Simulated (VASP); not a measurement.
# Si (Cmcm) in VASP: further runs

Si is run at these levels: LDA; tasks: single point.

All numbers are computed with VASP 6.6.1; they aren't measurements. Logs are shortened: lines on timing, memory, paths and dates and some standing lists are left out, and cuts for length are marked.

## 1. The cell of the first run

It takes space group Cmcm (No. 63, orthorhombic). Conventional cell: a = 3.831 Å, b = 5.641 Å, c = 6.333 Å, α = 90.00°, β = 90.00°, γ = 90.00°. Si (site symmetry m) has 4 Si at 2.04 to 2.37 Å within 2.7 Å.

## 2. Single point, LDA (strain -0.1500 x Voigt [0, 1, 0, 0, 0, 0])

Contents of INCAR:

```
SYSTEM = Si
PREC     = Accurate       ! precision mode
ENCUT    = 520            ! plane-wave cutoff, eV
EDIFF    = 1E-6           ! SCF threshold, eV
ISMEAR   = 0              ! smearing method
SIGMA    = 0.03           ! smearing width, eV
LREAL    = .FALSE.        ! projectors in reciprocal space
LASPH    = .TRUE.         ! aspherical terms in the spheres
NELM     = 60             ! most SCF steps
ALGO     = Normal         ! electronic algorithm
ISIF     = 2              ! what is computed and relaxed
LWAVE    = .FALSE.        ! write WAVECAR
LCHARG   = .FALSE.        ! write CHGCAR
GGA      = CA             ! functional
NBANDS   = 16             ! bands
```

Contents of KPOINTS:

```
Automatic mesh
0
G
  12 12 6
  0 0 0
```

Contents of POSCAR:

```
Si
1.0
    3.8313174605      0.0000000000      0.0000000000
   -1.9156587303      2.8203155131      0.0000000000
    0.0000000000      0.0000000000      6.3326220002
Si
4
Direct
    0.3333333333      0.6666666667      0.0630095000
    0.6666666667      0.3333333333      0.5630095000
    0.3333333333      0.6666666667      0.4369905000
    0.6666666667      0.3333333333      0.9369905000
```

Potentials or basis: VASP PAW LDA potentials, release 64 (Si).

On the command line:

```console
$ cat potpaw_LDA.64/Si/POTCAR > POTCAR
$ mpirun -np 1 vasp_std > vasp.out
```

OUTCAR:

```text
SYSTEM = Si
   PREC = Accurate
   ENCUT = 520
   EDIFF = 1E-6
   ISMEAR = 0
   LREAL = .FALSE.
   LASPH = .TRUE.
   NELM = 60
   ISIF = 2
   GGA = CA

 ion  position               nearest neighbor table
   1  0.333  0.667  0.063-   4 2.04   4 2.28   4 2.28   3 2.37
   2  0.667  0.333  0.563-   3 2.04   3 2.28   3 2.28   4 2.37
   3  0.333  0.667  0.437-   2 2.04   2 2.28   2 2.28   1 2.37
   4  0.667  0.333  0.937-   1 2.04   1 2.28   1 2.28   2 2.37

  Warning from LATTYP: Monoclinic adjustment (A1->A3, A2->A1, A3->A2)!
  LATTYP: Found a base centered orthorhombic cell.
 ALAT       =     3.8313174605
 B/A-ratio  =     1.4722431864
 C/A-ratio  =     1.6528575524

  Lattice vectors:

 A1 = (   1.9156587303,  -2.8203155131,   0.0000000000)
 A2 = (   1.9156587302,   2.8203155131,   0.0000000000)
 A3 = (   0.0000000000,   0.0000000000,   6.3326220002)

Analysis of symmetry for initial positions (statically):
=====================================================================
 Subroutine PRICEL returns:
 Original cell was already a primitive cell.

 Routine SETGRP: Setting up the symmetry group for a
 base centered orthorhombic supercell.

 Subroutine GETGRP returns: Found  8 space group operations
 (whereof  4 operations were pure point group operations)
 out of a pool of  8 trial point group operations.

The static configuration has the point symmetry C_2h.
 The point group associated with its full space group is D_2h.

Analysis of symmetry for dynamics (positions and initial velocities):
=====================================================================
 Subroutine PRICEL returns:
 Original cell was already a primitive cell.

 Routine SETGRP: Setting up the symmetry group for a
 base centered orthorhombic supercell.

 Subroutine GETGRP returns: Found  8 space group operations
 (whereof  4 operations were pure point group operations)
 out of a pool of  8 trial point group operations.

The dynamic configuration has the point symmetry C_2h.
 The point group associated with its full space group is D_2h.

 Subroutine INISYM returns: Found  8 space group operations
 (whereof  4 operations are pure point group operations),
 and found     1 'primitive' translations

----------------------------------------------------------------------------------------

                                     Primitive cell

  volume of cell :      68.4273

  direct lattice vectors                    reciprocal lattice vectors
     3.831317461  0.000000000  0.000000000     0.261006823  0.177285129  0.000000000
    -1.915658730  2.820315513  0.000000000     0.000000000  0.354570258  0.000000000
     0.000000000  0.000000000  6.332622000     0.000000000  0.000000000  0.157912473

  length of vectors
     3.831317461  3.409388210  6.332622000     0.315522707  0.354570258  0.157912473

  position of ions in fractional coordinates (direct lattice)
     0.333333333  0.666666667  0.063009500
     0.666666667  0.333333333  0.563009500
     0.333333333  0.666666667  0.436990500
     0.666666667  0.333333333  0.936990500

  ion indices of the primitive-cell ions
   primitive index   ion index
                 1           1
                 2           2
                 3           3
                 4           4

----------------------------------------------------------------------------------------

 KPOINTS: Automatic mesh

Automatic generation of k-mesh.
 Grid dimensions read from file:
 generate k-points for:   12   12    6

 Generating k-lattice:

  Cartesian coordinates                     Fractional coordinates (reciprocal lattice)
     0.021750569  0.014773761  0.000000000     0.083333333  0.000000000  0.000000000
     0.000000000  0.029547522  0.000000000     0.000000000  0.083333333  0.000000000
     0.000000000  0.000000000  0.026318745     0.000000000  0.000000000  0.166666667

  Length of vectors
     0.026293559  0.029547522  0.026318745

  Shift w.r.t. Gamma in fractional coordinates (k-lattice)
     0.000000000  0.000000000  0.000000000

 Subroutine IBZKPT returns following result:
 ===========================================

 Found    172 irreducible k-points:

 Following reciprocal coordinates:
            Coordinates               Weight
  0.000000  0.000000  0.000000      1.000000
  0.083333 -0.000000  0.000000      4.000000
  0.166667  0.000000  0.000000      4.000000
  0.250000  0.000000  0.000000      4.000000
  0.333333 -0.000000  0.000000      4.000000
  0.416667  0.000000  0.000000      4.000000
[... 16 lines left out ...]
  0.333333  0.166667  0.000000      4.000000
  0.416667  0.166667  0.000000      4.000000
 [... further k-points ...]
   k-points           NKPTS =    172   k-points in BZ     NKDIM =    172   number of bands    NBANDS=     16
   number of dos      NEDOS =    301   number of ions     NIONS =      4
   total plane-waves  NPLWV =  37632
   dimension x,y,z NGX =    28 NGY =   28 NGZ =   48
   dimension x,y,z NGXF=    56 NGYF=   56 NGZF=   96
   ions per type =               4
   NGX,Y,Z   is equivalent  to a cutoff of  12.15, 13.65, 12.60 a.u.
   NGXF,Y,Z  is equivalent  to a cutoff of  24.30, 27.31, 25.20 a.u.
 SYSTEM =  Si
   PREC   = accura    normal or accurate (medium, high low for compatibility)
   ISTART =      0    job   : 0-new  1-cont  2-samecut
   ICHARG =      2    charge: 1-file 2-atom 10-const
   ISPIN  =      1    spin polarized calculation?
   LNONCOLLINEAR =      F non collinear calculations
   LSORBIT =      F    spin-orbit coupling
   LASPH  =      T    aspherical Exc in radial PAW
   ENCUT  =  520.0 eV  38.22 Ry    6.18 a.u.   7.12  6.34 11.77*2*pi/ulx,y,z
   NELM   =     60;   NELMIN=  2; NELMDL= -5     # of ELM steps
   EDIFF  = 0.1E-05   stopping-criterion for ELM
   LREAL  =      F    real-space projection
   EDIFFG = 0.1E-04   stopping-criterion for IOM
   NSW    =      0    number of steps for IOM
   IBRION =     -1    ionic relax: 0-MD 1-quasi-New 2-CG
   NFREE  =      0    steps in history (QN), initial steepest desc. (CG)
   ISIF   =      2    stress and relaxation
   ISYM   =      2    0-nonsym 1-usesym 2-fastsym
   POTIM  = 0.5000    time-step for ionic-motion
   TEBEG  =    0.0;   TEEND  =   0.0 temperature during run
   PSTRESS=    0.0 pullay stress
   NELECT =      16.0000    total number of electrons
   NUPDOWN=      -1.0000    fix difference up-down
   EMIN   =  10.00;   EMAX   =-10.00  energy-range for DOS
   EFERMI =   0.00;   METHOD = LEGACY
   ISMEAR =     0;   SIGMA  =   0.03  broadening in eV -4-tet -1-fermi 0-gaus
   EFERMI_NEDOS =   21; number of points for ismear=-14 and -15
   IALGO  =     38    algorithm
   IMIX   =      4    mixing-type and parameters
     AMIX     =   0.40;   BMIX     =  1.00
     AMIX_MAG =   1.60;   BMIX_MAG =  1.00
  volume/ion in A,a.u.               =      17.11       115.44
  Fermi-wavevector in a.u.,A,eV,Ry     =   1.008568  1.905916 13.839964  1.017209
  Thomas-Fermi vector in A             =   2.141442
   LORBIT       =      0    0 simple, 1 ext, 2 COOP (PROOUT), +10 PAW based schemes
   GGA     = CA    functional components
   LHFCALC =     F    Hartree Fock is set to
   AEXX    =    0.0000 exact exchange contribution
   IVDW    =     0    specifies the selected vdW correction
   LEPSILON=     F    determine dielectric tensor
   LRPA    =     F    only Hartree local field effects (RPA)
 non-spin polarized calculation
 Gauss-broadening in eV      SIGMA  =   0.03
  energy-cutoff  :      520.00
  volume of cell :       68.43
 maximum number of plane-waves:      1858
   NGX = 15   NGY = 13   NGZ = 23

 number of electron      16.0000000 magnetization

 Free energy of the ion-electron system (eV)
  ---------------------------------------------------
  ext. energy  EPLUGINS =         0.00000000
  ---------------------------------------------------
  free energy    TOTEN  =       -22.24784203 eV

  energy without entropy =      -22.24752763  energy(sigma->0) =      -22.24768483

 E-fermi :   7.5370     XC(G=0): -10.2126

 val. band max:        7.5276105860   @ k =   0.0833   0.4167   0.0000
 cond. band min:       7.5461609023   @ k =   0.0000   0.3333   0.1667
 fundamental gap:      0.0185503163
 Fermi energy:         7.5369787685

 k-point     1 :       0.0000    0.0000    0.0000
  band No.  band energies     occupation
      1      -5.6810      2.00000
      2      -3.5398      2.00000
      3      -0.3148      2.00000
      4       6.2657      2.00000
      5       6.6148      2.00000
      6       7.2703      2.00000
[... 8 lines left out ...]
     15      13.4584      0.00000
     16      14.7518      0.00000

 k-point     2 :       0.0833   -0.0000    0.0000
  band No.  band energies     occupation
      1      -5.5897      2.00000
      2      -3.4486      2.00000
      3      -0.2435      2.00000
      4       5.5122      2.00000
      5       6.4307      2.00000
      6       7.0407      2.00000
[... 8 lines left out ...]
     15      12.9009      0.00000
     16      14.2698      0.00000

 k-point     3 :       0.1667    0.0000    0.0000
  band No.  band energies     occupation
      1      -5.3181      2.00000
      2      -3.1772      2.00000
      3      -0.0455      2.00000
      4       4.0321      2.00000
      5       5.6377      2.00000
      6       6.1161      2.00000
[... 8 lines left out ...]
     15      13.1724      0.00000
     16      14.1597      0.00000

 k-point     4 :       0.2500    0.0000    0.0000
  band No.  band energies     occupation
      1      -4.8748      2.00000
      2      -2.7339      2.00000
      3       0.1900      2.00000
      4       2.6364      2.00000
      5       4.1419      2.00000
      6       5.7619      2.00000
[... 8 lines left out ...]
     15      14.1133      0.00000
     16      14.8346      0.00000
[... 324 lines left out ...]
 k-point    22 :       0.2500    0.1667    0.0000
  band No.  band energies     occupation
      1      -3.7780      2.00000
      2      -1.6331      2.00000
      3       0.0182      2.00000
      4       2.1284      2.00000
      5       2.5163      2.00000
      6       3.8958      2.00000
[... 8 lines left out ...]
     15      13.4449      0.00000
     16      14.4729      0.00000

 k-point    23 :       0.3333    0.1667    0.0000
  band No.  band energies     occupation
      1      -3.1355      2.00000
      2      -0.9883      2.00000
      3      -0.7799      2.00000
      4       1.5127      2.00000
      5       2.4143      2.00000
      6       3.5295      2.00000
[... 8 lines left out ...]
     15      13.6499      0.00000
     16      14.1037      0.00000

 k-point    24 :       0.4167    0.1667    0.0000
  band No.  band energies     occupation
      1      -2.9618      2.00000
      2      -1.0022      2.00000
      3      -0.8185      2.00000
      4       1.2877      2.00000
      5       2.4328      2.00000
      6       3.5217      2.00000
[... 8 lines left out ...]
     15      13.5670      0.00000
     16      14.5609      0.00000

 [... further k-points ...]

------------------------ aborting loop because EDIFF is reached ----------------------------------------

  FORCE on cell =-STRESS in cart. coord.  units (eV):
  Direction    XX          YY          ZZ          XY          YZ          ZX
  --------------------------------------------------------------------------------------
  -------------------------------------------------------------------------------------
  Total        3.4831721     21.9210527      1.5701592     -0.0000000     -0.0000000      0.0000000
  in kB       81.5560375    513.2661081     36.7641786     -0.0000000     -0.0000000      0.0000000
  external PRESSURE =     210.5287747 kB  Pullay stress =       0.0000000 kB

 VOLUME and BASIS-vectors are now :
 -----------------------------------------------------------------------------
  energy-cutoff  :      520.00
  volume of cell :       68.43
      direct lattice vectors                 reciprocal lattice vectors
     3.831317461  0.000000000  0.000000000     0.261006823  0.177285129  0.000000000
    -1.915658730  2.820315513  0.000000000     0.000000000  0.354570258  0.000000000
     0.000000000  0.000000000  6.332622000     0.000000000  0.000000000  0.157912473

 POSITION                                       TOTAL-FORCE (eV/Angst)
 -----------------------------------------------------------------------------------
     -0.00000      1.88021      0.39902         0.000000     -3.231991      1.787696
      1.91566      0.94011      3.56533        -0.000000      3.231991      1.787696
     -0.00000      1.88021      2.76730         0.000000     -3.231991     -1.787696
      1.91566      0.94011      5.93361        -0.000000      3.231991     -1.787696
 -----------------------------------------------------------------------------------
    total drift:                               -0.000000      0.000000     -0.000000

  FREE ENERGIE OF THE ION-ELECTRON SYSTEM (eV)
  ---------------------------------------------------
  free  energy   TOTEN  =       -22.2478420313 eV

  energy  without entropy=      -22.2475276309  energy(sigma->0) =      -22.24768483
```

Run time: 2.3 min. Hardware: 1 thread of Intel Xeon 6975P-C, shared host; peak memory 0.25 GiB.

Results:

```yaml
Free_energy: -22.2478 eV
Pressure: 21.1 GPa
Largest_force: 3.693 eV/Å
Band_gap_on_the_k_mesh: zero (band 8 reaches 8.17 eV, above the bottom of band 9 at 6.96 eV)
```

Forces on the atoms (eV/Å):
```
Si   0.000 -3.232  1.788
Si   0.000  3.232  1.788
Si   0.000 -3.232 -1.788
Si   0.000  3.232 -1.788
```

Stress tensor (GPa, compression positive):
```
 8.16  0.00  0.00
 0.00 51.33  0.00
 0.00  0.00  3.68
```

Levels at points of the mesh, in eV from the Fermi level:
```tsv
k point	band 6	band 7	band 8	band 9	band 10	band 11
(0.00, 0.00, 0.00)	-0.27	0.13	0.63	1.21	1.69	1.70
(0.50, 0.00, 0.00)	-3.38	-2.05	-0.73	1.38	2.77	3.11
(0.00, 0.50, 0.00)	-4.10	-3.24	-2.57	-0.58	1.19	2.44
(0.00, 0.00, 0.50)	-0.71	-0.14	-0.14	2.40	2.40	2.45
(0.50, 0.00, 0.50)	-2.98	-1.53	-1.53	0.84	0.84	2.11
(0.00, 0.50, 0.50)	-3.49	-2.51	-2.51	-0.01	-0.01	1.38
```

Caveat: the cell differs from its parent crystal (strain -0.1500 x Voigt [0, 1, 0, 0, 0, 0]); forces of over 1 eV/Å act on the atoms, so gaps and moduli don't describe the material at rest.

## 3. Single point, LDA (strain +0.1500 x Voigt [0, 1, 0, 0, 0, 0])

Contents of INCAR:

```
ALGO = Normal
EDIFF = 1E-6
ENCUT = 520
GGA = CA
ISIF = 2
ISMEAR = 0
LASPH = True
LCHARG = False
LREAL = False
LWAVE = False
NBANDS = 16
NELM = 100
PREC = Accurate
SIGMA = 0.03
```

Contents of KPOINTS:

```
k-points
0
Gamma
  12 12 6
```

Edit POSCAR of step 2 so:

```diff
@@ -3,3 +3,3 @@
     3.8313174605      0.0000000000      0.0000000000
-   -1.9156587303      2.8203155131      0.0000000000
+   -1.9156587303      3.8157209884      0.0000000000
     0.0000000000      0.0000000000      6.3326220002
```

Potentials or basis: VASP PAW LDA potentials, release 64 (Si).

On the command line:

```console
$ cat potpaw_LDA.64/Si/POTCAR > POTCAR
$ mpirun -np 1 vasp_std > vasp.out
```

Run time: 2.2 min. Hardware: 1 thread of Intel Xeon 6975P-C, shared host; peak memory 0.29 GiB.

The run converged. Its results:

```
Free energy            : -22.8127 eV
Pressure               : -9.6 GPa
Largest force          : 0.481 eV/Å
Band gap on the k mesh : zero (band 8 reaches 4.85 eV, above the bottom of band 9 at 4.50 eV)
```

Forces in eV/Å, atoms in the order of the input:
```
Si   0.000  0.174 -0.449
Si   0.000 -0.174 -0.449
Si   0.000  0.174  0.449
Si   0.000 -0.174  0.449
```

Stress tensor (GPa, compression positive):
```
 -5.68   0.00   0.00
  0.00 -19.83   0.00
  0.00   0.00  -3.36
```

Levels at points of the mesh, in eV from the Fermi level:
```tsv
k point	band 5	band 6	band 7	band 8	band 9	band 10	band 11	band 12
(0.00, 0.00, 0.00)	-1.25	-0.55	-0.28	-0.11	0.37	1.08	1.74	2.32
(0.50, 0.00, 0.00)	-4.07	-3.22	-2.52	-1.30	-0.02	1.67	2.56	3.03
(0.00, 0.50, 0.00)	-4.30	-2.60	-2.10	-0.41	1.16	3.18	3.30	3.46
(0.00, 0.00, 0.50)	-1.21	-1.21	-0.64	-0.64	0.44	0.44	2.74	2.74
(0.50, 0.00, 0.50)	-2.47	-2.47	-1.89	-1.89	0.49	0.49	2.13	2.13
(0.00, 0.50, 0.50)	-2.11	-2.11	-1.45	-1.45	1.49	1.49	2.19	2.19
```

Caveat: the cell differs from its parent crystal (strain +0.1500 x Voigt [0, 1, 0, 0, 0, 0]).
